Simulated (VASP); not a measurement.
# Re (P6_3/mmc) in VASP: a series of runs

Aim: see how the results for Re move with the level of theory and the settings. Levels: LDA, BLYP, BLYP+D3(BJ). Tasks: single point.

Program: VASP 6.6.1. These are calculated values, not measurements. Logs are shortened: lines on timing, memory, paths and dates and some standing lists are left out, and cuts for length are marked.

### 1 The cell of the first run

The structure is hexagonal, space group P6_3/mmc (No. 194). Conventional cell: a = 2.761 Å, b = 2.761 Å, c = 4.458 Å, α = 90.00°, β = 90.00°, γ = 120.00°. Re (site symmetry -6m2) has 12 Re at 2.74 to 2.76 Å within 3.6 Å.

### 2 Single point, LDA, non-collinear spin, zero start, spin-orbit coupling

Input file INCAR:

```
  ALGO = Normal
  EDIFF = 1E-6
  ENCUT = 520
  GGA = CA
  GGA_COMPAT = False
  ISIF = 2
  ISMEAR = -1
  LASPH = True
  LCHARG = False
  LMAXMIX = 4
  LORBIT = 11
  LORBMOM = True
  LREAL = False
  LSORBIT = True
  LWAVE = False
  MAGMOM = 0 0 0 0 0 0
  NBANDS = 26
  NELM = 150
  PREC = Accurate
  SIGMA = 0.05
```

Input file KPOINTS:

```
k-points
0
Gamma
  8 8 5
```

Input file POSCAR:

```
Re
1.0
    2.7608000000      0.0000000000      0.0000000000
   -1.3804000000      2.3909229348      0.0000000000
    0.0000000000      0.0000000000      4.4582000000
Re
2
Direct
    0.6666666667      0.3333333333      0.7500000000
    0.3333333333      0.6666666667      0.2500000000
```

Potentials or basis: VASP PAW LDA potentials, release 64 (Re).

Run with:

```console
cat potpaw_LDA.64/Re/POTCAR > POTCAR
mpirun -np 1 vasp_ncl > vasp.out
```

OUTCAR:

```text
EDIFF = 1E-6
   ENCUT = 520
   GGA = CA
   ISIF = 2
   ISMEAR = -1
   LASPH = True
   LORBIT = 11
   LREAL = False
   LSORBIT = True
   NELM = 150
   PREC = Accurate

 ion  position               nearest neighbor table
   1  0.667  0.333  0.750-   2 2.74   2 2.74   2 2.74   2 2.74   2 2.74   2 2.74
   2  0.333  0.667  0.250-   1 2.74   1 2.74   1 2.74   1 2.74   1 2.74   1 2.74

  LATTYP: Found a hexagonal cell.
 ALAT       =     2.7608000000
 C/A-ratio  =     1.6148217908

  Lattice vectors:

 A1 = (   2.7608000000,   0.0000000000,   0.0000000000)
 A2 = (  -1.3804000000,   2.3909229348,   0.0000000000)
 A3 = (   0.0000000000,   0.0000000000,   4.4582000000)

Analysis of symmetry for initial positions (statically):
=====================================================================
 Subroutine PRICEL returns:
 Original cell was already a primitive cell.

 Routine SETGRP: Setting up the symmetry group for a
 hexagonal supercell.

 Subroutine GETGRP returns: Found 24 space group operations
 (whereof 12 operations were pure point group operations)
 out of a pool of 24 trial point group operations.

The static configuration has the point symmetry D_3d.
 The point group associated with its full space group is D_6h.

Analysis of symmetry for dynamics (positions and initial velocities):
=====================================================================
 Subroutine PRICEL returns:
 Original cell was already a primitive cell.

 Routine SETGRP: Setting up the symmetry group for a
 hexagonal supercell.

 Subroutine GETGRP returns: Found 24 space group operations
 (whereof 12 operations were pure point group operations)
 out of a pool of 24 trial point group operations.

The dynamic configuration has the point symmetry D_3d.
 The point group associated with its full space group is D_6h.

Analysis of structural, dynamic, and magnetic symmetry:
=====================================================================
 Subroutine PRICEL returns:
 Original cell was already a primitive cell.

 Routine SETGRP: Setting up the symmetry group for a
 hexagonal supercell.

 Subroutine GETGRP returns: Found 24 space group operations
 (whereof 12 operations were pure point group operations)
 out of a pool of 24 trial point group operations.

The overall configuration has the point symmetry D_3d.
 The point group associated with its full space group is D_6h.

 Subroutine INISYM returns: Found 24 space group operations
 (whereof 12 operations are pure point group operations),
 and found     1 'primitive' translations

----------------------------------------------------------------------------------------
[... 873 lines left out ...]
    total drift:                                0.000000      0.000000     -0.000000

  FREE ENERGIE OF THE ION-ELECTRON SYSTEM (eV)
  ---------------------------------------------------
  free  energy   TOTEN  =       -28.1931747288 eV

  energy  without entropy=      -28.1843007714  energy(sigma->0) =      -28.18873775

 orbital moment (x)

 # of ion     p       d       tot
 ----------------------------------------
  1         0.000  -0.000  -0.000
  2         0.000  -0.000  -0.000
 ----------------------------------------
            0.000  -0.000  -0.000

 orbital moment (y)

 # of ion     p       d       tot
 ----------------------------------------
  1        -0.000  -0.000  -0.000
  2         0.000  -0.000  -0.000
 ----------------------------------------
           -0.000  -0.000  -0.000

 orbital moment (z)

 # of ion     p       d       tot
 ----------------------------------------
  1         0.000   0.000   0.000
  2         0.000   0.000   0.000
 ----------------------------------------
            0.000   0.000   0.000

 Spin-Orbit-Coupling matrix elements

 Ion:    1  E_soc:     -0.6778205
 l=   1
     0.0000000    -0.0435044    -0.0434310
    -0.0435044     0.0000000    -0.0435044
    -0.0434310    -0.0435044     0.0000000
 l=   2
     0.0000000    -0.0134700     0.0000000    -0.0134700    -0.0554689
    -0.0134700     0.0000000    -0.0425979    -0.0139256    -0.0134700
     0.0000000    -0.0425979     0.0000000    -0.0425979     0.0000000
    -0.0134700    -0.0139256    -0.0425979     0.0000000    -0.0134700
    -0.0554689    -0.0134700     0.0000000    -0.0134700     0.0000000
 l=   3
     0.0000000     0.0000000     0.0000000     0.0000000     0.0000000     0.0000000     0.0000000
     0.0000000     0.0000000     0.0000000     0.0000000     0.0000000     0.0000000     0.0000000
     0.0000000     0.0000000     0.0000000     0.0000000     0.0000000     0.0000000     0.0000000
     0.0000000     0.0000000     0.0000000     0.0000000     0.0000000     0.0000000     0.0000000
     0.0000000     0.0000000     0.0000000     0.0000000     0.0000000     0.0000000     0.0000000
     0.0000000     0.0000000     0.0000000     0.0000000     0.0000000     0.0000000     0.0000000
     0.0000000     0.0000000     0.0000000     0.0000000     0.0000000     0.0000000     0.0000000

 Ion:    2  E_soc:     -0.6778205
 l=   1
     0.0000000    -0.0435044    -0.0434310
    -0.0435044     0.0000000    -0.0435044
    -0.0434310    -0.0435044     0.0000000
 l=   2
     0.0000000    -0.0134700     0.0000000    -0.0134700    -0.0554689
    -0.0134700     0.0000000    -0.0425979    -0.0139256    -0.0134700
     0.0000000    -0.0425979     0.0000000    -0.0425979     0.0000000
    -0.0134700    -0.0139256    -0.0425979     0.0000000    -0.0134700
    -0.0554689    -0.0134700     0.0000000    -0.0134700     0.0000000
 l=   3
     0.0000000     0.0000000     0.0000000     0.0000000     0.0000000     0.0000000     0.0000000
     0.0000000     0.0000000     0.0000000     0.0000000     0.0000000     0.0000000     0.0000000
     0.0000000     0.0000000     0.0000000     0.0000000     0.0000000     0.0000000     0.0000000
     0.0000000     0.0000000     0.0000000     0.0000000     0.0000000     0.0000000     0.0000000
     0.0000000     0.0000000     0.0000000     0.0000000     0.0000000     0.0000000     0.0000000
     0.0000000     0.0000000     0.0000000     0.0000000     0.0000000     0.0000000     0.0000000
     0.0000000     0.0000000     0.0000000     0.0000000     0.0000000     0.0000000     0.0000000

 total charge

# of ion       s       p       d       tot
------------------------------------------
    1        0.622   0.683   4.859   6.163
    2        0.622   0.683   4.859   6.163
--------------------------------------------------
tot          1.244   1.366   9.717  12.327

 magnetization (x)

# of ion       s       p       d       tot
------------------------------------------
    1        0.000   0.000  -0.000  -0.000
    2        0.000  -0.000   0.000  -0.000
--------------------------------------------------
tot          0.000  -0.000  -0.000  -0.000

 magnetization (y)

# of ion       s       p       d       tot
------------------------------------------
    1       -0.000  -0.000   0.000  -0.000
    2       -0.000   0.000   0.000   0.000
--------------------------------------------------
tot         -0.000   0.000   0.000  -0.000

 magnetization (z)

# of ion       s       p       d       tot
------------------------------------------
    1        0.000   0.000   0.000   0.000
    2        0.000   0.000   0.000   0.000
--------------------------------------------------
tot          0.000   0.000   0.000   0.000
```

stdout:

```text
POSCAR found type information on POSCAR Re
 POSCAR found :  1 types and       2 ions
 scaLAPACK will be used
 LDA part: xc-table for (Slater(with rela. corr.)+CA(PZ))
 , standard interpolation
 POSCAR, INCAR and KPOINTS ok, starting setup
 FFT: planning ... GRIDC
 FFT: planning ... GRID_SOFT
 FFT: planning ... GRID
 WAVECAR not read
 entering main loop
```

It took 64 s on 1 thread of Intel Xeon Platinum 8259CL at 2.50GHz (Skylake/Cascade Lake), shared host; peak memory 0.21 GiB.

Results:

* Free energy: -28.1932 eV
* Pressure: -8.2 GPa
* Net moment: 0.00 μB per cell
* Valence electrons inside the program's atomic spheres: Re 6.16

Stress tensor (GPa, compression positive):
```
-8.10  0.00  0.00
 0.00 -8.10  0.00
 0.00  0.00 -8.54
```

Moments on the atoms (μB; x, y, z):
```
Re  0.00 0.00 0.00
Re  0.00 0.00 0.00
```

Caveat: the cell stands under tension.

### 3 Single point, BLYP

Input file INCAR:

```
SYSTEM = Re
AGGAC = 1.0
AGGAX = 1.0
ALDAC = 0.0
ALDAX = 1.0
ALGO = Normal
EDIFF = 1E-6
ENCUT = 560
GGA = B5
GGA_COMPAT = .False.
ISIF = 2
ISMEAR = -1
LASPH = .True.
LCHARG = .False.
LREAL = .False.
LWAVE = .False.
NBANDS = 22
NELM = 120
PREC = Accurate
SIGMA = 0.05
```

Input file KPOINTS:

```
k-points
0
Gamma
  6 6 4
  0 0 0
```

POSCAR is that of step 2.

Potentials or basis: VASP PAW PBE potentials, release 64 (Re_sv_GW).

Run with:

```console
cat potpaw_PBE.64/Re_sv_GW/POTCAR > POTCAR
mpirun -np 1 vasp_std > vasp.out
```

It took 17 s on 1 thread of Intel Xeon 6975P-C (Granite Rapids), shared host; peak memory 0.16 GiB.

It converged, with:

- Free energy: -24.7558 eV
- Pressure: 20.8 GPa
- Band gap on the k mesh: zero (bands 15 and 16 overlap by 3.08 eV)

Stress tensor (GPa, compression positive):
```
20.22  0.00  0.00
 0.00 20.22  0.00
 0.00  0.00 21.96
```

Levels at points of the mesh, in eV from the Fermi level:
```csv
k point,band 11,band 12,band 13,band 14,band 15,band 16,band 17,band 18,band 19,band 20
"(0.00, 0.00, 0.00)",-1.57,-1.56,-1.56,-0.74,-0.74,0.17,0.17,1.02,3.35,3.35
"(0.50, 0.00, 0.00)",-5.11,-1.91,-1.45,-1.28,-0.55,3.95,4.35,4.49,6.14,7.21
"(0.00, 0.00, 0.50)",-2.28,-2.28,-1.69,-1.69,-1.69,-1.69,2.53,2.53,2.53,2.53
"(0.50, 0.00, 0.50)",-4.03,-4.03,0.40,0.40,1.19,1.19,4.26,4.26,4.86,4.86
```

Caveat: the k points lie up to 0.44 Å⁻¹ apart, too coarse for converged energies and pressures of a metal; the PAW data sets were made with another functional, which shifts forces and pressure a little; spin-orbit coupling is left out, which moves the levels of the heavy elements.

### 4 Single point, BLYP+D3(BJ)

This run uses another cell than the first one, of 15.01 Å³/atom.

Input file INCAR:

```
SYSTEM = Re
PREC = Accurate
ENCUT = 560
EDIFF = 1E-6
ISMEAR = -1
SIGMA = 0.05
LREAL = .False.
LASPH = .True.
NELM = 120
ALGO = Normal
ISIF = 2
LWAVE = .False.
LCHARG = .False.
GGA = B5
ALDAX = 1.0
AGGAX = 1.0
AGGAC = 1.0
ALDAC = 0.0
IVDW = 12
VDW_S6 = 1.0
VDW_S8 = 2.6996
VDW_A1 = 0.4298
VDW_A2 = 4.2359
NBANDS = 22
GGA_COMPAT = .False.
```

Input file KPOINTS:

```
Automatic mesh
0
Gamma
  11 11 6
  0 0 0
```

Input file POSCAR:

```
Re
1.0
    2.7790839766      0.0000000000      0.0000000000
   -1.3895419883      2.4067573230      0.0000000000
    0.0000000000      0.0000000000      4.4877253638
Re
2
Direct
    0.6666666667      0.3333333333      0.7500000000
    0.3333333333      0.6666666667      0.2500000000
```

Run with:

```console
cat potpaw_PBE.64/Re_sv_GW/POTCAR > POTCAR
mpirun -np 1 vasp_std > vasp.out
```

It took 28 s on 1 thread of Intel Xeon Platinum 8559C (Emerald Rapids), shared host; peak memory 0.19 GiB.

The run converged. Its results:

```yaml
Free_energy: -27.9420 eV
Pressure: -5.5 GPa
Band_gap_on_the_k_mesh: zero (bands 15 and 16 overlap by 3.25 eV)
Dispersion_energy_per_atom: -1.561 eV
```

Stress tensor (GPa, compression positive):
```
-5.16  0.00  0.00
 0.00 -5.16  0.00
 0.00  0.00 -6.11
```

Levels at points of the mesh, in eV from the Fermi level:
```
           k point  band 11  band 12  band 13  band 14  band 15  band 16  band 17  band 18  band 19  band 20
(0.00, 0.00, 0.00)    -1.60    -1.58    -1.58    -0.79    -0.79     0.10     0.10     0.89     3.19     3.19
(0.00, 0.00, 0.50)    -2.30    -2.30    -1.71    -1.71    -1.71    -1.71     2.39     2.39     2.39     2.39
```

Caveat: the cell stands under tension; the dispersion term is far too large for a dense solid, which distorts pressure and volume; the PAW data sets were made with another functional, which shifts forces and pressure a little; spin-orbit coupling is left out, which moves the levels of the heavy elements.

[end of part 1 of 2]
